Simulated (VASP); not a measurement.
Runs of VASP 6.6.1 on SnO2. The structure is that of space group P4_2/mnm (No. 136), or close to it. The cells are those of the table. 

| cell | gap on the mesh (eV) | pressure (GPa) | largest force (eV/Å) |
| --- | --- | --- | --- |
| a = 4.696, b = 4.696, c = 3.158 Å, 6 atoms | 1.50 | 11.8 | 0.35 |
| a = 4.652, b = 4.652, c = 3.129 Å, 6 atoms | 1.84 | 19.3 | 0.48 |
| a = 4.780, b = 4.780, c = 3.215 Å, 6 atoms | 0.88 | -0.2 | 0.12 |
| a = 4.861, b = 4.861, c = 3.269 Å, 6 atoms | 0.33 | -9.1 | 0.06 |
| a = 4.738, b = 4.738, c = 3.187 Å, 6 atoms | (a) | 5.4 | 0.23 |
| a = 4.821, b = 4.821, c = 3.242 Å, 6 atoms | 0.59 | -5.0 | 0.03 |
| a = 4.608, b = 4.608, c = 3.099 Å, 6 atoms | (b) | 28.0 | 0.62 |

Alike in all rows: task single point; level PBEsol; potentials or basis VASP PAW PBE potentials, release 64 (Sn_d, O); no spin polarisation; k mesh 4 × 4 × 6; cutoff (eV) 520; smearing methfessel-paxton 0.05 eV.

Task: Estimate the missing entries.

Result: (a) 1.18; (b) 2.20.

Caveats: the PAW data sets were made with another functional, which shifts forces and pressure a little; spin-orbit coupling is left out, which moves the levels of the heavy elements; the cell stands under pressure (at least some runs); the cell stands under tension (at least some runs); semilocal functionals underestimate gaps, and a narrow one can read as zero (at least some runs); the stress differs along the axes, from 17 to 24 GPa (at least some runs); the stress differs along the axes, from 25 to 34 GPa (at least some runs).

A k mesh can miss the band edges, and the runs leave out spin-orbit coupling on Sn.
